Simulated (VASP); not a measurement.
# CuNi4P2Pd9 in VASP: a series of runs, part 2 of 2

VASP 6.6.1. The steps go on from the part before.

## 3. Single point, PBE

Input file INCAR:

```
SYSTEM = CuNi4P2Pd9
ALGO = Normal
EDIFF = 1E-7
ENCUT = 520
GGA = PE
ISIF = 2
ISMEAR = -1
LASPH = .TRUE.
LCHARG = .FALSE.
LREAL = Auto
LWAVE = .FALSE.
NBANDS = 90
NELM = 80
PREC = Accurate
SIGMA = 0.2068
```

Input file KPOINTS:

```
k-points
0
G
  4 4 4
  0 0 0
```

Input file POSCAR:

```
CuNi4P2Pd9
1.0
    6.1000500000      0.1012340000      0.0604580000
    0.1012340000      6.3978840000      0.1773740000
    0.0604580000      0.1773740000      5.9702840000
Pd Ni P Cu
9 4 2 1
Direct
    0.5790349134      0.1082922561      0.5162909043
    0.6280779200      0.5444983146      0.1815824119
    0.2821779226      0.2749106374      0.3308063409
    0.6618186940      0.8545975330      0.8812980640
    0.3790884315      0.8594341293      0.2091863380
    0.3645752994      0.3011894402      0.8960156618
    0.5976222688      0.5476782027      0.5940487958
    0.9318936648      0.4631514049      0.8599318262
    0.0881025519      0.0276522948      0.6899942246
    0.6851903932      0.1903271360      0.1149093109
    0.0394972285      0.0355592127      0.0540937007
    0.1215212415      0.6771440302      0.5721867971
    0.9211258809      0.3611956486      0.4808637906
    0.4190214803      0.8285898093      0.6239209842
    0.1126569922      0.6270627434      0.1944027917
    0.8281236452      0.8199767630      0.3499369827
```

Potentials or basis: VASP PAW PBE potentials, release 64 (Pd, Ni, P, Cu).

Started as:

```
$ cat potpaw_PBE.64/Pd/POTCAR potpaw_PBE.64/Ni/POTCAR potpaw_PBE.64/P/POTCAR potpaw_PBE.64/Cu/POTCAR > POTCAR
$ mpirun -np 1 vasp_std > vasp.out
```

OUTCAR:

```text
SYSTEM = CuNi4P2Pd9
   EDIFF = 1E-7
   ENCUT = 520
   GGA = PE
   ISIF = 2
   ISMEAR = -1
   LASPH = .TRUE.
   LREAL = Auto
   NELM = 80
   PREC = Accurate

 ion  position               nearest neighbor table
   1  0.579  0.108  0.516-  14 2.13   3 2.34  10 2.50  16 2.58  13 2.68   4 2.69   5 2.82   7 2.88
                             6 2.91   9 3.20   9 3.31   2 3.36
   2  0.628  0.544  0.182-  10 2.34  16 2.45   7 2.47   5 2.50   4 2.61   8 2.70  13 2.74   3 2.87
                             6 2.92  15 3.02  15 3.17   1 3.36
   3  0.282  0.275  0.331-   1 2.34  13 2.42  15 2.55   6 2.63  11 2.79  10 2.80   5 2.84   9 2.85
                             2 2.87  12 3.14   7 3.14   6 3.44
   4  0.662  0.855  0.881-  14 2.17   5 2.58   2 2.61  10 2.64   1 2.69   7 2.72  11 2.85   8 2.96
                            16 2.99   9 3.04   6 3.34
   5  0.379  0.859  0.209-  15 2.25  14 2.49   2 2.50  11 2.50   4 2.58   1 2.82   3 2.84  12 2.87
                            16 2.88  10 2.89   7 3.24   6 3.30
   6  0.365  0.301  0.896-  10 2.44   3 2.63   7 2.73  11 2.77   8 2.81   9 2.82   1 2.91   2 2.92
                            15 3.16   5 3.30   4 3.34   3 3.44
   7  0.598  0.548  0.594-  14 2.09  13 2.38   2 2.47  16 2.63   8 2.63   4 2.72   6 2.73   1 2.88
                            12 3.00   3 3.14   5 3.24
   8  0.932  0.463  0.860-  13 2.40  12 2.43  15 2.59   7 2.63   2 2.70  10 2.72   6 2.81   4 2.96
                            11 2.97   9 3.13
   9  0.088  0.028  0.690-  11 2.19  14 2.39  12 2.39  13 2.60   6 2.82   3 2.85  16 3.00   4 3.04
                             8 3.13   1 3.20   1 3.31
  10  0.685  0.190  0.115-   2 2.34  11 2.38   6 2.44   1 2.50   4 2.64   8 2.72   3 2.80  16 2.81
                             5 2.89  13 2.92
  11  0.039  0.036  0.054-   9 2.19  10 2.38   5 2.50  16 2.54  15 2.73   6 2.77   3 2.79   4 2.85
                             8 2.97
  12  0.122  0.677  0.572-  14 2.12  15 2.30  16 2.38   9 2.39   8 2.43  13 2.49   5 2.87   7 3.00
                             3 3.14
  13  0.921  0.361  0.481-   7 2.38   8 2.40   3 2.42  12 2.49   9 2.60  15 2.63   1 2.68   2 2.74
                            10 2.92
  14  0.419  0.829  0.624-   7 2.09  12 2.12   1 2.13   4 2.17   9 2.39   5 2.49
  15  0.113  0.627  0.194-   5 2.25  12 2.30  16 2.31   3 2.55   8 2.59  13 2.63  11 2.73   2 3.02
                             6 3.16   2 3.17
  16  0.828  0.820  0.350-  15 2.31  12 2.38   2 2.45  11 2.54   1 2.58   7 2.63  10 2.81   5 2.88
                             4 2.99   9 3.00

  LATTYP: Found a triclinic cell.
 ALAT       =     8.6255046407
 B/A-ratio  =     0.7073429056
[... 201 lines left out ...]
   NGX = 23   NGY = 23   NGZ = 23

 number of electron     151.0000001 magnetization

 Free energy of the ion-electron system (eV)
  ---------------------------------------------------
  ext. energy  EPLUGINS =         0.00000000
  ---------------------------------------------------
  free energy    TOTEN  =       -81.20711332 eV

  energy without entropy =      -78.94010215  energy(sigma->0) =      -80.07360773

 E-fermi :   8.8018     XC(G=0): -12.3988

 val. band max:        8.8016626544   @ k =   0.5000  -0.0000   0.5000
 cond. band min:       8.8087535428   @ k =   0.2500   0.2500   0.5000
 fundamental gap:      0.0070908884
 Fermi energy:         8.8018103446

 k-point     1 :       0.0000    0.0000    0.0000
  band No.  band energies     occupation
      1      -3.7148      2.00000
      2      -2.5413      2.00000
      3       1.8907      2.00000
      4       2.4321      2.00000
      5       2.4818      2.00000
      6       2.6274      2.00000
[... 2149 lines left out ...]
     86      11.7908      0.00000
     87      12.2215      0.00000

 [... further k-points ...]

 [bands above 87 left out]

------------------------ aborting loop because EDIFF is reached ----------------------------------------

  FORCE on cell =-STRESS in cart. coord.  units (eV):
  Direction    XX          YY          ZZ          XY          YZ          ZX
  --------------------------------------------------------------------------------------
  -------------------------------------------------------------------------------------
  Total       15.1108122     14.9925048     18.1240552     -6.4884031     -0.2384102      0.3339968
  in kB      104.0268000    103.2123409    124.7707565    -44.6678714     -1.6412781      2.2993216
  external PRESSURE =     110.6699658 kB  Pullay stress =       0.0000000 kB

 VOLUME and BASIS-vectors are now :
 -----------------------------------------------------------------------------
  energy-cutoff  :      520.00
  volume of cell :      232.73
      direct lattice vectors                 reciprocal lattice vectors
     6.100050000  0.101234000  0.060458000     0.163991124 -0.002550900 -0.001584868
     0.101234000  6.397884000  0.177374000    -0.002550900  0.156470203 -0.004622816
     0.060458000  0.177374000  5.970284000    -0.001584868 -0.004622816  0.167649610

 POSITION                                       TOTAL-FORCE (eV/Angst)
 -----------------------------------------------------------------------------------
      3.57432      0.84304      3.13662         3.383168      0.941850      1.305764
      3.89741      3.57943      1.21865         0.301579     -1.472133     -1.433081
      1.76913      1.84609      2.04083        -2.184949      2.004092     -1.531159
      4.17692      5.69093      5.45320         2.047637      0.742302      0.619130
      2.41211      5.57404      1.42426        -0.709551      1.482652      0.860528
      2.30859      2.12281      5.42493        -0.435235     -0.032760     -0.764545
[... 8 lines left out ...]
      0.76245      4.05776      1.27868        -0.913105     -1.359667     -0.278421
      5.15576      5.39202      2.28473         0.200358      1.143771     -0.117988
 -----------------------------------------------------------------------------------
    total drift:                               -0.004080     -0.001834     -0.000547

  FREE ENERGIE OF THE ION-ELECTRON SYSTEM (eV)
  ---------------------------------------------------
  free  energy   TOTEN  =       -81.2071133237 eV

  energy  without entropy=      -78.9401021459  energy(sigma->0) =      -80.07360773
```

stdout:

```text
POSCAR found type information on POSCAR PdNiP Cu
 POSCAR found :  4 types and      16 ions
 scaLAPACK will be used
 LDA part: xc-table for (Slater+PW92), standard interpolation
 POSCAR, INCAR and KPOINTS ok, starting setup
 FFT: planning ... GRIDC
 FFT: planning ... GRID_SOFT
 FFT: planning ... GRID
 WAVECAR not read
 entering main loop
```

Run time: 28 min. Hardware: 1 thread of Intel Xeon Platinum 8488C (Sapphire Rapids), shared host; peak memory 0.63 GiB.

Results:

```
Free energy            : -81.2071 eV
Pressure               : 11.1 GPa
Largest force          : 3.747 eV/Å
Band gap on the k mesh : zero (an odd number of electrons rules out a gap without spin polarisation)
```

Forces in eV/Å, atoms in the order of the input:
```
Pd   3.383  0.942  1.306
Pd   0.302 -1.472 -1.433
Pd  -2.185  2.004 -1.531
Pd   2.048  0.742  0.619
Pd  -0.710  1.483  0.861
Pd  -0.435 -0.033 -0.765
Pd  -0.688 -2.088  1.533
Pd   0.656 -0.369  2.101
Pd  -0.170  0.903 -2.337
Ni   0.815 -1.472 -0.207
Ni  -0.564  0.428  2.484
Ni   0.500 -1.371 -0.982
Ni   0.404 -0.509 -1.591
P   -2.643  1.027  0.339
P   -0.913 -1.360 -0.278
Cu   0.200  1.144 -0.118
```

Caveat: the atoms stand as in a frame of molecular dynamics. Spin polarisation is off, so any magnetic state and its effect on volume and gap are missing.
